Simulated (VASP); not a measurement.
# Ru (P6_3/mmc) in VASP: a series of runs

The runs below take Ru through single point, with LDA.

Program: VASP 6.6.1. These are calculated values, not measurements. Logs are shortened: lines on timing, memory, paths and dates and some standing lists are left out, and cuts for length are marked.

### Step 1. The cell of the first run

The structure is hexagonal, space group P6_3/mmc (No. 194). The conventional cell has a = 2.678 Å, b = 2.678 Å, c = 4.218 Å, α = 90.00°, β = 90.00°, γ = 120.00°. Ru (site symmetry -6m2) has 12 Ru at 2.61 to 2.68 Å within 3.4 Å.

### Step 2. Single point, LDA

File INCAR:

```
SYSTEM = Ru
ALGO = Normal ; EDIFF = 1E-6
ENCUT = 520 ; GGA = CA
ISIF = 2 ; ISMEAR = 0
LASPH = .True. ; LCHARG = .False.
LREAL = .False. ; LWAVE = .False.
NBANDS = 21 ; NELM = 60
PREC = Accurate ; SIGMA = 0.03
```

File KPOINTS:

```
k-points
0
Gamma
  13 13 8
  0 0 0
```

File POSCAR:

```
Ru
1.0
    2.6775346364      0.0000000000      0.0000000000
   -1.3387673182      2.3188130146      0.0000000000
    0.0000000000      0.0000000000      4.2181251212
Ru
2
Direct
    0.3333333333      0.6666666667      0.2500000000
    0.6666666667      0.3333333333      0.7500000000
```

Potentials or basis: VASP PAW LDA potentials, release 64 (Ru_pv).

Started as:

```bash
cat potpaw_LDA.64/Ru_pv/POTCAR > POTCAR
mpirun -np 1 vasp_std > vasp.out
```

OUTCAR:

```text
SYSTEM = Ru
   EDIFF = 1E-6
   ENCUT = 520
   GGA = CA
   ISIF = 2
   ISMEAR = 0
   LASPH = .True.
   LREAL = .False.
   NELM = 60
   PREC = Accurate

 ion  position               nearest neighbor table
   1  0.333  0.667  0.250-   2 2.61   2 2.61   2 2.61   2 2.61   2 2.61   2 2.61
   2  0.667  0.333  0.750-   1 2.61   1 2.61   1 2.61   1 2.61   1 2.61   1 2.61

  LATTYP: Found a hexagonal cell.
 ALAT       =     2.6775346364
 C/A-ratio  =     1.5753764914

  Lattice vectors:

 A1 = (   2.6775346364,   0.0000000000,   0.0000000000)
 A2 = (  -1.3387673182,   2.3188130146,   0.0000000000)
 A3 = (   0.0000000000,   0.0000000000,   4.2181251212)

Analysis of symmetry for initial positions (statically):
=====================================================================
 Subroutine PRICEL returns:
 Original cell was already a primitive cell.

 Routine SETGRP: Setting up the symmetry group for a
 hexagonal supercell.

 Subroutine GETGRP returns: Found 24 space group operations
 (whereof 12 operations were pure point group operations)
 out of a pool of 24 trial point group operations.

The static configuration has the point symmetry D_3d.
 The point group associated with its full space group is D_6h.

Analysis of symmetry for dynamics (positions and initial velocities):
=====================================================================
 Subroutine PRICEL returns:
 Original cell was already a primitive cell.

 Routine SETGRP: Setting up the symmetry group for a
 hexagonal supercell.

 Subroutine GETGRP returns: Found 24 space group operations
 (whereof 12 operations were pure point group operations)
 out of a pool of 24 trial point group operations.

The dynamic configuration has the point symmetry D_3d.
 The point group associated with its full space group is D_6h.

 Subroutine INISYM returns: Found 24 space group operations
 (whereof 12 operations are pure point group operations),
 and found     1 'primitive' translations

----------------------------------------------------------------------------------------

                                     Primitive cell

  volume of cell :      26.1891

  direct lattice vectors                    reciprocal lattice vectors
     2.677534636  0.000000000  0.000000000     0.373477895  0.215627563  0.000000000
    -1.338767318  2.318813015  0.000000000     0.000000000  0.431255127  0.000000000
     0.000000000  0.000000000  4.218125121     0.000000000  0.000000000  0.237072152

  length of vectors
     2.677534636  2.677534636  4.218125121     0.431255127  0.431255127  0.237072152

  position of ions in fractional coordinates (direct lattice)
     0.333333333  0.666666667  0.250000000
     0.666666667  0.333333333  0.750000000

  ion indices of the primitive-cell ions
   primitive index   ion index
                 1           1
                 2           2

----------------------------------------------------------------------------------------

 KPOINTS: k-points

Automatic generation of k-mesh.
 Grid dimensions read from file:
 generate k-points for:   13   13    8

 Generating k-lattice:

  Cartesian coordinates                     Fractional coordinates (reciprocal lattice)
     0.028729069  0.016586736  0.000000000     0.076923077  0.000000000  0.000000000
     0.000000000  0.033173471  0.000000000     0.000000000  0.076923077  0.000000000
     0.000000000  0.000000000  0.029634019     0.000000000  0.000000000  0.125000000

  Length of vectors
     0.033173471  0.033173471  0.029634019

  Shift w.r.t. Gamma in fractional coordinates (k-lattice)
     0.000000000  0.000000000  0.000000000

 Subroutine IBZKPT returns following result:
 ===========================================

 Found    105 irreducible k-points:

 Following reciprocal coordinates:
            Coordinates               Weight
  0.000000  0.000000  0.000000      1.000000
  0.076923  0.000000  0.000000      6.000000
  0.153846  0.000000  0.000000      6.000000
  0.230769  0.000000  0.000000      6.000000
  0.307692  0.000000  0.000000      6.000000
  0.384615  0.000000  0.000000      6.000000
[... 16 lines left out ...]
  0.076923  0.000000  0.125000     12.000000
  0.153846  0.000000  0.125000     12.000000
 [... further k-points ...]
   k-points           NKPTS =    105   k-points in BZ     NKDIM =    105   number of bands    NBANDS=     21
   number of dos      NEDOS =    301   number of ions     NIONS =      2
   total plane-waves  NPLWV =  12800
   dimension x,y,z NGX =    20 NGY =   20 NGZ =   32
   dimension x,y,z NGXF=    40 NGYF=   40 NGZF=   64
   ions per type =               2
   NGX,Y,Z   is equivalent  to a cutoff of  12.42, 12.42, 12.61 a.u.
   NGXF,Y,Z  is equivalent  to a cutoff of  24.84, 24.84, 25.22 a.u.
 SYSTEM =  Ru
   PREC   = accura    normal or accurate (medium, high low for compatibility)
   ISTART =      0    job   : 0-new  1-cont  2-samecut
   ICHARG =      2    charge: 1-file 2-atom 10-const
   ISPIN  =      1    spin polarized calculation?
   LNONCOLLINEAR =      F non collinear calculations
   LSORBIT =      F    spin-orbit coupling
   LASPH  =      T    aspherical Exc in radial PAW
   ENCUT  =  520.0 eV  38.22 Ry    6.18 a.u.   4.98  4.98  7.84*2*pi/ulx,y,z
   NELM   =     60;   NELMIN=  2; NELMDL= -5     # of ELM steps
   EDIFF  = 0.1E-05   stopping-criterion for ELM
   LREAL  =      F    real-space projection
   EDIFFG = 0.1E-04   stopping-criterion for IOM
   NSW    =      0    number of steps for IOM
   IBRION =     -1    ionic relax: 0-MD 1-quasi-New 2-CG
   NFREE  =      0    steps in history (QN), initial steepest desc. (CG)
   ISIF   =      2    stress and relaxation
   ISYM   =      2    0-nonsym 1-usesym 2-fastsym
   POTIM  = 0.5000    time-step for ionic-motion
   TEBEG  =    0.0;   TEEND  =   0.0 temperature during run
   PSTRESS=    0.0 pullay stress
   NELECT =      28.0000    total number of electrons
   NUPDOWN=      -1.0000    fix difference up-down
   EMIN   =  10.00;   EMAX   =-10.00  energy-range for DOS
   EFERMI =   0.00;   METHOD = LEGACY
   ISMEAR =     0;   SIGMA  =   0.03  broadening in eV -4-tet -1-fermi 0-gaus
   EFERMI_NEDOS =   21; number of points for ismear=-14 and -15
   IALGO  =     38    algorithm
   IMIX   =      4    mixing-type and parameters
     AMIX     =   0.40;   BMIX     =  1.00
     AMIX_MAG =   1.60;   BMIX_MAG =  1.00
  volume/ion in A,a.u.               =      13.09        88.37
  Fermi-wavevector in a.u.,A,eV,Ry     =   1.673995  3.163391 38.127038  2.802258
  Thomas-Fermi vector in A             =   2.758868
   LORBIT       =      0    0 simple, 1 ext, 2 COOP (PROOUT), +10 PAW based schemes
   GGA     = CA    functional components
   LHFCALC =     F    Hartree Fock is set to
   AEXX    =    0.0000 exact exchange contribution
   IVDW    =     0    specifies the selected vdW correction
   LEPSILON=     F    determine dielectric tensor
   LRPA    =     F    only Hartree local field effects (RPA)
 non-spin polarized calculation
 Gauss-broadening in eV      SIGMA  =   0.03
  energy-cutoff  :      520.00
  volume of cell :       26.19
 maximum number of plane-waves:       724
 NGX is ok and might be reduce to    20
   NGX =  9   NGY =  9   NGZ = 15

 number of electron      27.9999992 magnetization

 Free energy of the ion-electron system (eV)
  ---------------------------------------------------
  ext. energy  EPLUGINS =         0.00000000
  ---------------------------------------------------
  free energy    TOTEN  =       -21.38964370 eV

  energy without entropy =      -21.38903984  energy(sigma->0) =      -21.38934177

 E-fermi :  13.4271     XC(G=0): -14.6040

 val. band max:       13.4223753123   @ k =   0.0769   0.0000   0.3750
 cond. band min:      13.4513961907   @ k =   0.3077   0.1538   0.2500
 fundamental gap:      0.0290208784
 Fermi energy:        13.4270637910

 k-point     1 :       0.0000    0.0000    0.0000
  band No.  band energies     occupation
      1     -30.2458      2.00000
      2     -29.1758      2.00000
      3     -29.1758      2.00000
      4     -28.9780      2.00000
      5     -28.9780      2.00000
      6     -28.9252      2.00000
[... 13 lines left out ...]
     20      23.3085      0.00000
     21      24.1675      0.00000

 k-point     2 :       0.0769    0.0000    0.0000
  band No.  band energies     occupation
      1     -30.2227      2.00000
      2     -29.2245      2.00000
      3     -29.1924      2.00000
      4     -29.0289      2.00000
      5     -28.9845      2.00000
      6     -28.9361      2.00000
[... 13 lines left out ...]
     20      23.3084      0.00000
     21      24.1337      0.00000

 k-point     3 :       0.1538    0.0000    0.0000
  band No.  band energies     occupation
      1     -30.1562      2.00000
      2     -29.3595      2.00000
      3     -29.2369      2.00000
      4     -29.1672      2.00000
      5     -29.0034      2.00000
      6     -28.9690      2.00000
[... 13 lines left out ...]
     20      23.3083      0.00000
     21      24.0157      0.00000

 k-point     4 :       0.2308    0.0000    0.0000
  band No.  band energies     occupation
      1     -30.0538      2.00000
      2     -29.5498      2.00000
      3     -29.3558      2.00000
      4     -29.2972      2.00000
      5     -29.0321      2.00000
      6     -29.0237      2.00000
[... 13 lines left out ...]
     20      23.3082      0.00000
     21      23.8241      0.00000

 k-point     5 :       0.3077    0.0000    0.0000
  band No.  band energies     occupation
      1     -29.9287      2.00000
      2     -29.7514      2.00000
      3     -29.5485      2.00000
      4     -29.3587      2.00000
      5     -29.0981      2.00000
      6     -29.0643      2.00000
[... 13 lines left out ...]
     20      23.3081      0.00000
     21      23.6140      0.00000
[... 382 lines left out ...]
     20      23.3091      0.00000
     21      23.3093      0.00000

 k-point    22 :       0.0000    0.0000    0.1250
  band No.  band energies     occupation
      1     -30.1984      2.00000
      2     -29.1684      2.00000
      3     -29.1684      2.00000
      4     -28.9857      2.00000
      5     -28.9857      2.00000
      6     -28.9786      2.00000
[... 13 lines left out ...]
     20      23.3083      0.00000
     21      24.9360      0.00000

 k-point    23 :       0.0769    0.0000    0.1250
  band No.  band energies     occupation
      1     -30.1777      2.00000
      2     -29.2158      2.00000
      3     -29.1845      2.00000
      4     -29.0568      2.00000
      5     -28.9925      2.00000
      6     -28.9675      2.00000
[... 13 lines left out ...]
     20      23.3084      0.00000
     21      24.9225      0.00000

 k-point    24 :       0.1538    0.0000    0.1250
  band No.  band energies     occupation
      1     -30.1190      2.00000
      2     -29.3469      2.00000
      3     -29.2281      2.00000
      4     -29.2012      2.00000
      5     -29.0124      2.00000
      6     -28.9888      2.00000
[... 13 lines left out ...]
     20      23.3083      0.00000
     21      24.8817      0.00000

 [... further k-points ...]

------------------------ aborting loop because EDIFF is reached ----------------------------------------

  FORCE on cell =-STRESS in cart. coord.  units (eV):
  Direction    XX          YY          ZZ          XY          YZ          ZX
  --------------------------------------------------------------------------------------
  -------------------------------------------------------------------------------------
  Total        0.1501286      0.1501286      0.0629100      0.0000000      0.0000000     -0.0000000
  in kB        9.1844622      9.1844622      3.8486616      0.0000000      0.0000000     -0.0000000
  external PRESSURE =       7.4058620 kB  Pullay stress =       0.0000000 kB

 VOLUME and BASIS-vectors are now :
 -----------------------------------------------------------------------------
  energy-cutoff  :      520.00
  volume of cell :       26.19
      direct lattice vectors                 reciprocal lattice vectors
     2.677534636  0.000000000  0.000000000     0.373477895  0.215627563  0.000000000
    -1.338767318  2.318813015  0.000000000     0.000000000  0.431255127  0.000000000
     0.000000000  0.000000000  4.218125121     0.000000000  0.000000000  0.237072152

 POSITION                                       TOTAL-FORCE (eV/Angst)
 -----------------------------------------------------------------------------------
     -0.00000      1.54588      1.05453         0.000000     -0.000000      0.000000
      1.33877      0.77294      3.16359        -0.000000      0.000000      0.000000
 -----------------------------------------------------------------------------------
    total drift:                               -0.000000      0.000000     -0.000000

  FREE ENERGIE OF THE ION-ELECTRON SYSTEM (eV)
  ---------------------------------------------------
  free  energy   TOTEN  =       -21.3896436998 eV

  energy  without entropy=      -21.3890398405  energy(sigma->0) =      -21.38934177
```

Run time: 52 s. Hardware: 1 thread of AMD EPYC 7R13, shared host; peak memory 0.13 GiB.

What came out:

```
Free energy            : -21.3896 eV
Pressure               : 0.7 GPa
Band gap on the k mesh : zero (bands 14 and 15 overlap by 3.28 eV)
```

Levels at points of the mesh, in eV from the Fermi level:
| k point | band 12 | band 13 | band 14 | band 15 | band 16 | band 17 |
| --- | --- | --- | --- | --- | --- | --- |
| (0.00, 0.00, 0.00) | -2.09 | -2.09 | -1.56 | -1.56 | 1.21 | 1.21 |
| (0.00, 0.00, 0.50) | -3.01 | -2.87 | -2.87 | 0.54 | 0.54 | 0.54 |

### Step 3. Single point, LDA

File INCAR:

```
SYSTEM = Ru
  PREC = Accurate
  ENCUT = 520
  EDIFF = 1E-7
  ISMEAR = 0
  SIGMA = 0.1
  LREAL = .FALSE.
  LASPH = .TRUE.
  NELM = 80
  ALGO = Normal
  ISIF = 2
  LWAVE = .FALSE.
  LCHARG = .FALSE.
  GGA = CA
  NBANDS = 21
```

File KPOINTS:

```
regular mesh
0
G
  13 13 8
  0 0 0
```

POSCAR is that of step 2.

Potentials or basis: VASP PAW LDA potentials, release 64 (Ru_pv).

Started as:

```bash
cat potpaw_LDA.64/Ru_pv/POTCAR > POTCAR
mpirun -np 1 vasp_std > vasp.out
```

Run time: 48 s. Hardware: 1 thread of AMD EPYC 7R13, shared host; peak memory 0.13 GiB.

The run converged. Its results:

```
Free energy            : -21.3926 eV
Pressure               : 0.8 GPa
Band gap on the k mesh : zero (bands 14 and 15 overlap by 3.28 eV)
```

Stress tensor (GPa, compression positive):
```
0.94 0.00 0.00
0.00 0.94 0.00
0.00 0.00 0.50
```

Levels at points of the mesh, in eV from the Fermi level:
```tsv
k point	band 10	band 11	band 12	band 13	band 14	band 15	band 16	band 17	band 18	band 19
(0.00, 0.00, 0.00)	-2.82	-2.59	-2.09	-2.09	-1.56	-1.56	1.21	1.21	1.34	9.88
(0.00, 0.00, 0.50)	-3.01	-3.01	-3.01	-2.87	-2.87	0.54	0.54	0.54	0.54	9.88
```

### Step 4. Single point, LDA

File INCAR:

```
SYSTEM = Ru
  ALGO = Normal
  EDIFF = 1E-7
  ENCUT = 520
  GGA = CA
  ISIF = 2
  ISMEAR = 0
  LASPH = .True.
  LCHARG = .False.
  LREAL = .False.
  LWAVE = .False.
  NBANDS = 21
  NELM = 100
  PREC = Accurate
  SIGMA = 0.2
```

File KPOINTS:

```
k-points
0
Gamma
  13 13 8
  0 0 0
```

POSCAR is that of step 3.

Started as:

```bash
cat potpaw_LDA.64/Ru_pv/POTCAR > POTCAR
mpirun -np 1 vasp_std > vasp.out
```

Wall time 46 s (1 thread of AMD EPYC 7R13, shared host); peak memory 0.13 GiB.

The run converged. Its results:

- Free energy: -21.4039 eV
- Pressure: 0.9 GPa
- Band gap on the k mesh: zero (bands 14 and 15 overlap by 3.28 eV)

Stress tensor (GPa, compression positive):
```
0.94 0.00 0.00
0.00 0.94 0.00
0.00 0.00 0.84
```

Levels at points of the mesh, in eV from the Fermi level:
```csv
k point,band 10,band 11,band 12,band 13,band 14,band 15,band 16,band 17,band 18,band 19
"(0.00, 0.00, 0.00)",-2.81,-2.57,-2.07,-2.07,-1.55,-1.55,1.22,1.22,1.35,9.89
"(0.00, 0.00, 0.50)",-2.99,-2.99,-2.99,-2.86,-2.86,0.55,0.55,0.55,0.55,9.90
```

### Step 5. Single point, LDA

File INCAR:

```
SYSTEM = Ru
ALGO = Normal ; EDIFF = 1E-6
ENCUT = 520 ; ISIF = 2
ISMEAR = 0 ; LASPH = .TRUE.
LCHARG = .TRUE. ; LELF = .TRUE.
LREAL = .FALSE. ; LVHAR = .TRUE.
LWAVE = .FALSE. ; NBANDS = 21
NELM = 60 ; PREC = Accurate
SIGMA = 0.3
```

File KPOINTS:

```
k-points
0
G
  13 13 8
  0 0 0
```

POSCAR is that of step 4.

Started as:

```bash
cat potpaw_LDA.64/Ru_pv/POTCAR > POTCAR
mpirun -np 1 vasp_std > vasp.out
```

Run time: 53 s. Hardware: 1 thread of AMD EPYC 7R13, shared host; peak memory 0.13 GiB.

The run converged. Its results:

| Property | Result |
| --- | --- |
| Free energy | -21.4235 eV |
| Pressure | 1.1 GPa |
| Band gap on the k mesh | zero (bands 14 and 15 overlap by 3.29 eV) |

Stress tensor (GPa, compression positive):
```
0.96 0.00 0.00
0.00 0.96 0.00
0.00 0.00 1.29
```

Levels at points of the mesh, in eV from the Fermi level:
| k point | band 11 | band 12 | band 13 | band 14 | band 15 | band 16 | band 17 | band 18 |
| --- | --- | --- | --- | --- | --- | --- | --- | --- |
| (0.00, 0.00, 0.00) | -2.56 | -2.06 | -2.06 | -1.54 | -1.54 | 1.23 | 1.23 | 1.36 |
| (0.00, 0.00, 0.50) | -2.98 | -2.98 | -2.85 | -2.85 | 0.56 | 0.56 | 0.56 | 0.56 |

Caveat: so wide a smearing shifts energies and pressures.

### Step 6. The runs side by side

| smearing | gap on the mesh (eV) | pressure (GPa) |
| --- | --- | --- |
| gaussian 0.03 eV | none | 0.7 |
| gaussian 0.1 eV | none | 0.8 |
| gaussian 0.2 eV | none | 0.9 |
| gaussian 0.3 eV | none | 1.1 |

Alike in all rows: task single point; level LDA; potentials or basis VASP PAW LDA potentials, release 64 (Ru_pv); no spin polarisation; cell as given; k mesh 13 × 13 × 8; cutoff (eV) 520.

Caveats: so wide a smearing shifts energies and pressures (at least some runs).

Total energies depend on the potentials used, so only differences within one code and one set of settings carry meaning.
